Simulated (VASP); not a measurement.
# Li4C (P-4m2) in VASP: notebook

The runs below take Li4C through relaxation of cell and atoms, single point, with PBE.

Everything below comes from runs of VASP 6.6.1. Logs are shortened: lines on timing, memory, paths and dates and some standing lists are left out, and cuts for length are marked.

### Step 1. The cell of the first run

It takes space group P-4m2 (No. 115, tetragonal). The conventional cell has a = 3.815 Å, b = 3.815 Å, c = 7.436 Å, α = 90.00°, β = 90.00°, γ = 90.00°. Li (site symmetry 2mm) has 1 C at 1.14 Å within 1.5 Å. Within 2.4 Å of Li (site symmetry 2mm) lie 1 C at 1.72 Å and 4 Li at 2.24 to 2.39 Å. Within 2.6 Å of Li (site symmetry 2mm) lie 2 C at 1.99 Å and 4 Li at 2.24 to 2.55 Å. Li (site symmetry 2mm) has 2 C at 1.93 Å and 4 Li at 2.38 to 2.39 Å within 2.6 Å. Within 1.5 Å of C (site symmetry 2mm) lie 1 Li at 1.14 Å.

### Step 2. Relaxation of cell and atoms, PBE

Contents of INCAR:

```
  PREC = Accurate
  ENCUT = 600
  EDIFF = 1E-6
  ISMEAR = 0
  SIGMA = 0.1
  LREAL = False
  LASPH = True
  NELM = 80
  ALGO = Normal
  ISIF = 3
  LWAVE = False
  LCHARG = False
  GGA = PE
  IBRION = 2
  NSW = 90
  EDIFFG = -0.04
```

Contents of KPOINTS:

```
regular mesh
0
Gamma
  4 4 4
```

Contents of POSCAR:

```
Li4C
1.0
    3.8153056700      0.0000000000      0.0000000000
    0.0000000000      3.8153056700      0.0000000000
    0.0000000000      0.0000000000      7.4357163700
Li C
8 2
Direct
    0.5000000000      0.0000000000      0.9444504100
    0.0000000000      0.5000000000      0.4401134200
    0.5000000000      0.0000000000      0.5598865800
    0.0000000000      0.5000000000      0.0555495900
    0.5000000000      0.5000000000      0.7175807700
    0.0000000000      0.0000000000      0.2474814700
    0.0000000000      0.0000000000      0.7525185300
    0.5000000000      0.5000000000      0.2824192300
    0.5000000000      0.0000000000      0.7915907000
    0.0000000000      0.5000000000      0.2084093000
```

Potentials or basis: VASP PAW PBE potentials, release 64 (Li_sv, C).

Command:

```sh
$ cat potpaw_PBE.64/Li_sv/POTCAR potpaw_PBE.64/C/POTCAR > POTCAR
$ mpirun -np 1 vasp_std > vasp.out
```

OUTCAR:

```text
PREC = Accurate
   ENCUT = 600
   EDIFF = 1E-6
   ISMEAR = 0
   LREAL = False
   LASPH = True
   NELM = 80
   ISIF = 3
   GGA = PE
   IBRION = 2
   NSW = 90
   EDIFFG = -0.04

 ion  position               nearest neighbor table
   1  0.500  0.000  0.944-   9 1.14   7 2.38   7 2.38   5 2.55   5 2.55
   2  0.000  0.500  0.440-  10 1.72   8 2.24   8 2.24   6 2.39   6 2.39
   3  0.500  0.000  0.560-   9 1.72   5 2.24   5 2.24   7 2.39   7 2.39
   4  0.000  0.500  0.056-  10 1.14   6 2.38   6 2.38   8 2.55   8 2.55
   5  0.500  0.500  0.718-   9 1.99   9 1.99   3 2.24   3 2.24   1 2.55   1 2.55
   6  0.000  0.000  0.247-  10 1.93  10 1.93   4 2.38   4 2.38   2 2.39   2 2.39
   7  0.000  0.000  0.753-   9 1.93   9 1.93   1 2.38   1 2.38   3 2.39   3 2.39
   8  0.500  0.500  0.282-  10 1.99  10 1.99   2 2.24   2 2.24   4 2.55   4 2.55
   9  0.500  0.000  0.792-   1 1.14   3 1.72   7 1.93   7 1.93   5 1.99   5 1.99
  10  0.000  0.500  0.208-   4 1.14   2 1.72   6 1.93   6 1.93   8 1.99   8 1.99

 -----------------------------------------------------------------------------
|                                                                             |
|           W    W    AA    RRRRR   N    N  II  N    N   GGGG   !!!           |
|           W    W   A  A   R    R  NN   N  II  NN   N  G    G  !!!           |
|           W    W  A    A  R    R  N N  N  II  N N  N  G       !!!           |
|           W WW W  AAAAAA  RRRRR   N  N N  II  N  N N  G  GGG   !            |
|           WW  WW  A    A  R   R   N   NN  II  N   NN  G    G                |
|           W    W  A    A  R    R  N    N  II  N    N   GGGG   !!!           |
|                                                                             |
|     The distance between some ions is very small. Please check the          |
|     nearest-neighbor list in the OUTCAR file.                               |
|     I HOPE YOU KNOW WHAT YOU ARE DOING!                                     |
|                                                                             |
 -----------------------------------------------------------------------------

  LATTYP: Found a simple tetragonal cell.
 ALAT       =     3.8153056700
 C/A-ratio  =     1.9489176001

  Lattice vectors:

 A1 = (   3.8153056700,   0.0000000000,   0.0000000000)
 A2 = (   0.0000000000,   3.8153056700,   0.0000000000)
 A3 = (   0.0000000000,   0.0000000000,   7.4357163700)

Analysis of symmetry for initial positions (statically):
=====================================================================
 Subroutine PRICEL returns:
 Original cell was already a primitive cell.

 Routine SETGRP: Setting up the symmetry group for a
 simple tetragonal supercell.

 Subroutine GETGRP returns: Found  8 space group operations
 (whereof  8 operations were pure point group operations)
 out of a pool of 16 trial point group operations.

The static configuration has the point symmetry D_2d.

Analysis of symmetry for dynamics (positions and initial velocities):
=====================================================================
 Subroutine PRICEL returns:
 Original cell was already a primitive cell.

 Routine SETGRP: Setting up the symmetry group for a
 simple tetragonal supercell.

 Subroutine GETGRP returns: Found  8 space group operations
 (whereof  8 operations were pure point group operations)
 out of a pool of 16 trial point group operations.

The dynamic configuration has the point symmetry D_2d.

 Subroutine INISYM returns: Found  8 space group operations
 (whereof  8 operations are pure point group operations),
 and found     1 'primitive' translations

----------------------------------------------------------------------------------------

                                     Primitive cell

  volume of cell :     108.2384

  direct lattice vectors                    reciprocal lattice vectors
     3.815305670  0.000000000  0.000000000     0.262102197  0.000000000  0.000000000
     0.000000000  3.815305670  0.000000000     0.000000000  0.262102197  0.000000000
     0.000000000  0.000000000  7.435716370     0.000000000  0.000000000  0.134486033

  length of vectors
     3.815305670  3.815305670  7.435716370     0.262102197  0.262102197  0.134486033

  position of ions in fractional coordinates (direct lattice)
     0.500000000  0.000000000  0.944450410
     0.000000000  0.500000000  0.440113420
     0.500000000  0.000000000  0.559886580
     0.000000000  0.500000000  0.055549590
     0.500000000  0.500000000  0.717580770
     0.000000000  0.000000000  0.247481470
     0.000000000  0.000000000  0.752518530
     0.500000000  0.500000000  0.282419230
     0.500000000  0.000000000  0.791590700
     0.000000000  0.500000000  0.208409300

[... 37 lines left out ...]
 Found     18 irreducible k-points:

 Following reciprocal coordinates:
            Coordinates               Weight
  0.000000  0.000000  0.000000      1.000000
  0.250000  0.000000  0.000000      4.000000
  0.500000  0.000000  0.000000      2.000000
  0.250000  0.250000  0.000000      4.000000
  0.500000  0.250000  0.000000      4.000000
  0.500000  0.500000  0.000000      1.000000
[... 10 lines left out ...]
  0.500000  0.250000  0.500000      4.000000
  0.500000  0.500000  0.500000      1.000000
   k-points           NKPTS =     18   k-points in BZ     NKDIM =     18   number of bands    NBANDS=     22
   number of dos      NEDOS =    301   number of ions     NIONS =     10
   total plane-waves  NPLWV =  54000
   dimension x,y,z NGX =    30 NGY =   30 NGZ =   60
   dimension x,y,z NGXF=    60 NGYF=   60 NGZF=  120
   ions per type =               8   2
   NGX,Y,Z   is equivalent  to a cutoff of  13.07, 13.07, 13.41 a.u.
   NGXF,Y,Z  is equivalent  to a cutoff of  26.14, 26.14, 26.83 a.u.
 SYSTEM =  unknown system
   PREC   = accura    normal or accurate (medium, high low for compatibility)
   ISTART =      0    job   : 0-new  1-cont  2-samecut
   ICHARG =      2    charge: 1-file 2-atom 10-const
   ISPIN  =      1    spin polarized calculation?
   LNONCOLLINEAR =      F non collinear calculations
   LSORBIT =      F    spin-orbit coupling
   LASPH  =      T    aspherical Exc in radial PAW
   ENCUT  =  600.0 eV  44.10 Ry    6.64 a.u.   7.62  7.62 14.85*2*pi/ulx,y,z
   NELM   =     80;   NELMIN=  2; NELMDL= -5     # of ELM steps
   EDIFF  = 0.1E-05   stopping-criterion for ELM
   LREAL  =      F    real-space projection
   EDIFFG = -.4E-01   stopping-criterion for IOM
   NSW    =     90    number of steps for IOM
   IBRION =      2    ionic relax: 0-MD 1-quasi-New 2-CG
   NFREE  =      1    steps in history (QN), initial steepest desc. (CG)
   ISIF   =      3    stress and relaxation
   ISYM   =      2    0-nonsym 1-usesym 2-fastsym
   POTIM  = 0.5000    time-step for ionic-motion
   TEBEG  =    0.0;   TEEND  =   0.0 temperature during run
   PSTRESS=    0.0 pullay stress
   NELECT =      32.0000    total number of electrons
   NUPDOWN=      -1.0000    fix difference up-down
   EMIN   =  10.00;   EMAX   =-10.00  energy-range for DOS
   EFERMI =   0.00;   METHOD = LEGACY
   ISMEAR =     0;   SIGMA  =   0.10  broadening in eV -4-tet -1-fermi 0-gaus
   EFERMI_NEDOS =   21; number of points for ismear=-14 and -15
   IALGO  =     38    algorithm
   IMIX   =      4    mixing-type and parameters
     AMIX     =   0.40;   BMIX     =  1.00
     AMIX_MAG =   1.60;   BMIX_MAG =  1.00
  volume/ion in A,a.u.               =      10.82        73.04
  Fermi-wavevector in a.u.,A,eV,Ry     =   1.090597  2.060930 16.182796  1.189402
  Thomas-Fermi vector in A             =   2.226825
   LORBIT       =      0    0 simple, 1 ext, 2 COOP (PROOUT), +10 PAW based schemes
   GGA     = PE    functional components
   LHFCALC =     F    Hartree Fock is set to
   AEXX    =    0.0000 exact exchange contribution
   IVDW    =     0    specifies the selected vdW correction
   LEPSILON=     F    determine dielectric tensor
   LRPA    =     F    only Hartree local field effects (RPA)
 conjugate gradient relaxation of ions
 non-spin polarized calculation
 Gauss-broadening in eV      SIGMA  =   0.10
  energy-cutoff  :      600.00
  volume of cell :      108.24
 maximum number of plane-waves:      3645
   NGX = 15   NGY = 15   NGZ = 29

--------------------------------------- Ionic step        1  -------------------------------------------

 number of electron      32.0000040 magnetization

 Free energy of the ion-electron system (eV)
  ---------------------------------------------------
  ext. energy  EPLUGINS =         0.00000000
  ---------------------------------------------------
  free energy    TOTEN  =       -15.23969364 eV

  energy without entropy =      -15.22664513  energy(sigma->0) =      -15.23316938

------------------------ aborting loop because EDIFF is reached ----------------------------------------

  FORCE on cell =-STRESS in cart. coord.  units (eV):
  Direction    XX          YY          ZZ          XY          YZ          ZX
  --------------------------------------------------------------------------------------
  -------------------------------------------------------------------------------------
  Total        6.7326491      6.7326491     63.8705570      0.0000000      0.0000000      0.0000000
  in kB       99.6586656     99.6586656    945.4309042      0.0000000      0.0000000      0.0000000
  external PRESSURE =     381.5827451 kB  Pullay stress =       0.0000000 kB
[... 113 lines left out ...]
  FREE ENERGIE OF THE ION-ELECTRON SYSTEM (eV)
  ---------------------------------------------------
  free  energy   TOTEN  =       -22.2393848432 eV

  energy  without entropy=      -22.2316014739  energy(sigma->0) =      -22.23549316

 E-fermi :   0.9807     XC(G=0):  -7.9706

 val. band max:        0.9400041729   @ k =   0.5000   0.5000   0.0000
 cond. band min:       1.2255069502   @ k =   0.0000   0.0000   0.2500
 fundamental gap:      0.2855027773
 Fermi energy:         0.9807054432

 k-point     1 :       0.0000    0.0000    0.0000
  band No.  band energies     occupation
      1     -44.6733      2.00000
      2     -44.6541      2.00000
      3     -44.5783      2.00000
      4     -44.5588      2.00000
      5     -43.4325      2.00000
      6     -43.4323      2.00000
[... 439 lines left out ...]
     21       3.5708      0.00000
     22       3.8541      0.00000

[... ionic steps 4 to 18 ...]

--------------------------------------- Ionic step       19  -------------------------------------------

 number of electron      32.0000086 magnetization

------------------------ aborting loop because EDIFF is reached ----------------------------------------
[... 83 lines left out ...]
--------------------------------------- Ionic step       21  -------------------------------------------

 number of electron      32.0000069 magnetization

 Free energy of the ion-electron system (eV)
  ---------------------------------------------------
  ext. energy  EPLUGINS =         0.00000000
  ---------------------------------------------------
  free energy    TOTEN  =       -30.88568586 eV

  energy without entropy =      -30.88259772  energy(sigma->0) =      -30.88414179

 E-fermi :   1.1847     XC(G=0):  -8.1339

 val. band max:        1.1615859758   @ k =   0.5000   0.5000   0.0000
 cond. band min:       1.5545772993   @ k =   0.0000   0.0000   0.2500
 fundamental gap:      0.3929913235
 Fermi energy:         1.1846999624

 k-point     1 :       0.0000    0.0000    0.0000
  band No.  band energies     occupation
      1     -44.4348      2.00000
      2     -44.4302      2.00000
      3     -44.4129      2.00000
      4     -44.4081      2.00000
      5     -43.1700      2.00000
      6     -43.1696      2.00000
[... 476 lines left out ...]
  FREE ENERGIE OF THE ION-ELECTRON SYSTEM (eV)
  ---------------------------------------------------
  free  energy   TOTEN  =       -30.8856858591 eV

  energy  without entropy=      -30.8825977203  energy(sigma->0) =      -30.88414179

 reached required accuracy - stopping structural energy minimisation
```

Wall time 8 min (1 thread of Intel Xeon Platinum 8488C (Sapphire Rapids), shared host); peak memory 0.23 GiB.

Results:

| Item | Value |
| --- | --- |
| Free energy | -30.8857 eV |
| Relaxed volume | 13.41 Å³/atom |
| Relaxed cell | a = 4.108 Å, b = 4.108 Å, c = 7.946 Å, α = 90.00°, β = 90.00°, γ = 90.00° |
| Space group after relaxing (to 0.1 Å) | I4/mmm (No. 139) |
| Energy gained by relaxing | 1564.6 meV/atom |
| Ionic steps | 21 |
| Pressure after relaxing | 0.1 GPa |
| Largest force after relaxing | 0.039 eV/Å |
| Band gap on the k mesh | zero (bands 16 and 17 overlap by 0.13 eV) |

Forces on the atoms (eV/Å):
```
Li   0.000  0.000 -0.033
Li   0.000  0.000  0.039
Li   0.000  0.000 -0.039
Li   0.000  0.000  0.033
Li   0.000  0.000 -0.015
Li   0.000  0.000  0.018
Li   0.000  0.000 -0.018
Li   0.000  0.000  0.015
C    0.000  0.000  0.014
C    0.000  0.000 -0.014
```

The path:
| step | energy change (eV) | largest force (eV/Å) | pressure (GPa) | volume (Å³) |
| --- | --- | --- | --- | --- |
| 1 | 0.0000 | 22.8098 | 38.16 | 108.24 |
| 2 | -3.4081 | 18.8472 | 11.22 | 150.94 |
| 3 | -6.9997 | 14.5260 | 11.76 | 143.21 |
| 4 | -8.6328 | 12.2650 | 12.02 | 138.59 |
| 5 | -12.0575 | 7.5707 | 13.94 | 122.92 |
| 6 | -12.5557 | 6.3953 | 17.60 | 115.51 |
| 7 | -12.5583 | 6.7958 | 15.82 | 118.05 |
| 8 | -14.9618 | 0.5844 | -0.71 | 140.14 |
| 9 | -15.0821 | 0.6067 | 1.87 | 133.66 |
| 10 | -15.0837 | 0.6044 | 1.61 | 134.22 |
| 11 | -15.3064 | 0.5552 | 0.71 | 136.61 |
| 12 | -15.4890 | 0.4136 | -0.86 | 142.50 |
| 13 | -15.4970 | 0.4398 | -0.64 | 141.51 |
| 14 | -15.5371 | 0.3616 | -0.59 | 140.62 |
| 15 | -15.6158 | 0.1301 | -0.39 | 137.97 |
| 16 | -15.5942 | 0.3262 | 0.18 | 132.76 |
| 17 | -15.6351 | 0.1202 | -0.17 | 135.81 |
| 18 | -15.6386 | 0.0809 | 0.02 | 135.03 |
| 19 | -15.6390 | 0.1123 | 0.12 | 134.64 |
| 20 | -15.6418 | 0.0906 | 0.11 | 134.47 |
| 21 | -15.6460 | 0.0392 | 0.08 | 134.09 |

Final structure:
```
CELL_PARAMETERS angstrom
4.10813 0.00000 0.00000
0.00000 4.10813 0.00000
0.00000 0.00000 7.94553
ATOMIC_POSITIONS crystal
Li 0.50000 0.00000 0.00998
Li 0.00000 0.50000 0.50400
Li 0.50000 0.00000 0.49600
Li 0.00000 0.50000 0.99002
Li 0.50000 0.50000 0.75123
Li 0.00000 0.00000 0.24859
Li 0.00000 0.00000 0.75141
Li 0.50000 0.50000 0.24877
C 0.50000 0.00000 0.75251
C 0.00000 0.50000 0.24749
```

Levels at points of the mesh, in eV from the Fermi level:
```
           k point  band 13  band 14  band 15  band 16  band 17  band 18  band 19  band 20
(0.00, 0.00, 0.00)    -0.90    -0.69    -0.35    -0.35    -0.15     2.07     3.44     4.51
(0.50, 0.00, 0.00)    -1.16    -1.16    -0.21    -0.21     1.93     1.93     3.15     3.15
(0.50, 0.50, 0.00)    -0.13    -0.13    -0.02    -0.02     0.40     0.40     0.69     0.69
(0.00, 0.00, 0.50)    -0.66    -0.66    -0.64    -0.64     1.03     1.07     4.54     4.62
(0.50, 0.00, 0.50)    -0.63    -0.63    -0.20    -0.20     0.93     0.94     3.76     3.76
(0.50, 0.50, 0.50)    -1.00    -1.00    -0.16    -0.16     0.45     0.45     2.43     2.43
```

Caveat: the k points lie up to 0.38 Å⁻¹ apart in the final cell; the cutoff is under 1.25 times the usual one of these potentials, so pressure, stress and relaxed cells hold a basis-set (Pulay) error; the volume moved by over 15 % at a fixed basis, so the end points are rough.

(Continued in part 2 of 2.)

The gap in the log of VASP goes by the Fermi energy; the results here count the filled bands.